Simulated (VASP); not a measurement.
# Ge in VASP: a series of runs, part 2 of 2

VASP 6.6.1.

**3. Single point, B3LYP**

This run uses another cell than the first one, of 23.54 Å³/atom.

File POSCAR:

```
Ge
1.0
    0.0000000000      2.8661367691      2.8661367691
    2.8661367691      0.0000000000      2.8661367691
    2.8661367691      2.8661367691      0.0000000000
Ge
2
Direct
    0.7500000000      0.7500000000      0.7500000000
    0.5000000000      0.5000000000      0.5000000000
```

File INCAR.step1:

```
PREC     = Accurate       # precision mode
ENCUT    = 520            # plane-wave cutoff, eV
EDIFF    = 1E-5           # SCF threshold, eV
ISMEAR   = -1             # smearing method
SIGMA    = 0.05           # smearing width, eV
LREAL    = F              # projectors in reciprocal space
LASPH    = T              # aspherical terms in the spheres
NELM     = 100            # most SCF steps
ALGO     = Normal         # electronic algorithm
ISIF     = 2              # what is computed and relaxed
LWAVE    = T              # write WAVECAR
LCHARG   = F              # write CHGCAR
NBANDS   = 21             # bands
GGA      = PE             # functional
```

File INCAR.step2:

```
PREC     = Accurate       # precision mode
ENCUT    = 520            # plane-wave cutoff, eV
EDIFF    = 1E-6           # SCF threshold, eV
ISMEAR   = -1             # smearing method
SIGMA    = 0.05           # smearing width, eV
LREAL    = F              # projectors in reciprocal space
LASPH    = T              # aspherical terms in the spheres
NELM     = 100            # most SCF steps
ALGO     = Normal         # electronic algorithm
ISIF     = 2              # what is computed and relaxed
LWAVE    = F              # write WAVECAR
LCHARG   = F              # write CHGCAR
GGA      = B3             # functional
LHFCALC  = T              # exact exchange
AEXX     = 0.2            # exact-exchange fraction
AGGAX    = 0.72         
AGGAC    = 0.81         
ALDAC    = 0.19         
PRECFOCK = Normal       
NBANDS   = 21             # bands
ISTART   = 1
```

File KPOINTS:

```
regular mesh
0
Gamma
  4 4 4
```

Potentials or basis: VASP PAW PBE potentials, release 64 (Ge_d).

Command:

```bash
$ cat potpaw_PBE.64/Ge_d/POTCAR > POTCAR
$ cp INCAR.step1 INCAR
$ mpirun -np 1 vasp_std > vasp.out
$ cp INCAR.step2 INCAR
$ mpirun -np 1 vasp_std > vasp.out
```

OUTCAR:

```text
PREC = Accurate
   ENCUT = 520
   EDIFF = 1E-6
   ISMEAR = -1
   LREAL = F
   LASPH = T
   NELM = 100
   ISIF = 2
   GGA = B3
   LHFCALC = T
   AEXX = 0.2
   PRECFOCK = Normal
   ISTART = 1

 ion  position               nearest neighbor table
   1  0.750  0.750  0.750-   2 2.48   2 2.48   2 2.48   2 2.48
   2  0.500  0.500  0.500-   1 2.48   1 2.48   1 2.48   1 2.48

  LATTYP: Found a face centered cubic cell.
 ALAT       =     5.7322735382

  Lattice vectors:

 A1 = (   0.0000000000,   2.8661367691,   2.8661367691)
 A2 = (   2.8661367691,   0.0000000000,   2.8661367691)
 A3 = (   2.8661367691,   2.8661367691,   0.0000000000)

Analysis of symmetry for initial positions (statically):
=====================================================================
 Subroutine PRICEL returns:
 Original cell was already a primitive cell.

 Routine SETGRP: Setting up the symmetry group for a
 face centered cubic supercell.

 Subroutine GETGRP returns: Found 48 space group operations
 (whereof 24 operations were pure point group operations)
[... 151 lines left out ...]
  ---------------------------------------------------
  free energy    TOTEN  =        -9.69957657 eV

  energy without entropy =       -9.69953983  energy(sigma->0) =       -9.69955820

 E-fermi :   4.6851     XC(G=0):  -7.7405

 val. band max:        4.3035152108   @ k =   0.0000   0.0000   0.0000
 cond. band min:       5.0117259596   @ k =   0.0000   0.0000   0.0000
 fundamental gap:      0.7082107488
 Fermi energy:         4.6850877087

 k-point     1 :       0.0000    0.0000    0.0000
  band No.  band energies     occupation
      1     -22.9865      2.00000
      2     -22.9865      2.00000
      3     -22.9865      2.00000
      4     -22.9515      2.00000
      5     -22.9515      2.00000
      6     -22.7620      2.00000
[... 181 lines left out ...]
     20      16.6084      0.00000
     21      18.6295      0.00000

------------------------ aborting loop because EDIFF is reached ----------------------------------------

  FORCE on cell =-STRESS in cart. coord.  units (eV):
  Direction    XX          YY          ZZ          XY          YZ          ZX
  --------------------------------------------------------------------------------------
  -------------------------------------------------------------------------------------
  Total        0.4348051      0.4348051      0.4348051     -0.0000000      0.0000000     -0.0000000
  in kB       14.7939616     14.7939616     14.7939616     -0.0000000      0.0000000     -0.0000000
  external PRESSURE =      14.7939616 kB  Pullay stress =       0.0000000 kB

 VOLUME and BASIS-vectors are now :
 -----------------------------------------------------------------------------
  energy-cutoff  :      520.00
  volume of cell :       47.09
      direct lattice vectors                 reciprocal lattice vectors
     0.000000000  2.866136769  2.866136769    -0.174450852  0.174450852  0.174450852
     2.866136769  0.000000000  2.866136769     0.174450852 -0.174450852  0.174450852
     2.866136769  2.866136769  0.000000000     0.174450852  0.174450852 -0.174450852

 POSITION                                       TOTAL-FORCE (eV/Angst)
 -----------------------------------------------------------------------------------
      4.29921      4.29921      4.29921         0.000000     -0.000000     -0.000000
      2.86614      2.86614      2.86614        -0.000000      0.000000      0.000000
 -----------------------------------------------------------------------------------
    total drift:                                0.000002     -0.000003      0.000005

  FREE ENERGIE OF THE ION-ELECTRON SYSTEM (eV)
  ---------------------------------------------------
  free  energy   TOTEN  =        -9.6995765664 eV

  energy  without entropy=       -9.6995398265  energy(sigma->0) =       -9.69955820
```

Wall time 21 min (1 thread of Intel Xeon 8259CL, shared host); peak memory 0.18 GiB.

What came out:

```yaml
Free_energy: -9.6996 eV
Pressure: 1.5 GPa
Band_gap_on_the_k_mesh: 0.71 eV
```

Caveat: the k points lie up to 0.47 Å⁻¹ apart; the PAW data sets were made with another functional, which shifts forces and pressure a little.

**4. Single point, PBE (atoms moved at random)**

File INCAR:

```
SYSTEM = Ge
PREC = Accurate ; ENCUT = 400
EDIFF = 1E-7 ; ISMEAR = 0
SIGMA = 0.02 ; LREAL = .False.
LASPH = .True. ; ALGO = Normal
NELM = 100 ; ISIF = 2
LWAVE = .False. ; LCHARG = .False.
```

File KPOINTS:

```
k-points
0
Gamma
  7 7 7
```

File POSCAR:

```
Ge
1.0
    0.0000000000      2.8289100000      2.8289100000
    2.8289100000      0.0000000000      2.8289100000
    2.8289100000      2.8289100000      0.0000000000
Ge
2
Direct
    0.7475720000      0.7528100000      0.7478460000
    0.4956110000      0.5029590000      0.5022330000
```

Command:

```bash
$ cat potpaw_PBE.64/Ge_d/POTCAR > POTCAR
$ mpirun -np 1 vasp_std > vasp.out
```

Wall time 87 s (1 thread of Intel Xeon Platinum 8488C (Sapphire Rapids), shared host); peak memory 0.21 GiB.

The run converged. Its results:

```yaml
Free_energy: -8.9870 eV
Pressure: 3.3 GPa
Largest_force: 0.151 eV/Å
```

Forces on the atoms (eV/Å):
```
Ge   0.130  0.064 -0.044
Ge  -0.130 -0.064  0.044
```

Stress tensor (GPa, compression positive):
```
 3.29 -0.17  0.22
-0.17  3.27  0.42
 0.22  0.42  3.26
```

Levels at points of the mesh, in eV from the Fermi level:
```csv
k point,band 11,band 12,band 13,band 14,band 15,band 16,band 17,band 18
"(0.00, 0.00, 0.00)",-12.83,-0.12,-0.07,-0.02,0.02,2.44,2.51,2.54
```

Caveat: the cell differs from its parent crystal (atoms moved at random); the cell stands under pressure.

**5. Overview**

```tsv
level	cell	k mesh	cutoff (eV)	smearing	dipole correction	grid for exact exchange (PRECFOCK)	share of exact exchange	gap on the mesh (eV)	pressure (GPa)
B3LYP	a = 4.027 Å, angles 60.0°, 2 atoms, atomic positions A	4 × 4 × 4	520	fermi-dirac 0.05 eV	no	Normal	0.2	0.91	2.9
B3LYP	a = 4.053 Å, angles 60.0°, 2 atoms, atomic positions A	4 × 4 × 4	520	fermi-dirac 0.05 eV	no	Normal	0.2	0.71	1.5
PBE	a = 4.001 Å, angles 60.0°, 2 atoms, atomic positions B	7 × 7 × 7	400	gaussian 0.02 eV	-	-	-	-	3.3
```

Alike in all rows: task single point; potentials or basis VASP PAW PBE potentials, release 64 (Ge_d); no spin polarisation.

Caveats: some runs use coarse meshes; the PAW data sets were made with another functional, which shifts forces and pressure a little (at least some runs); the cell stands under pressure (at least some runs).

Absolute energies hang on the potentials; compare differences alone.
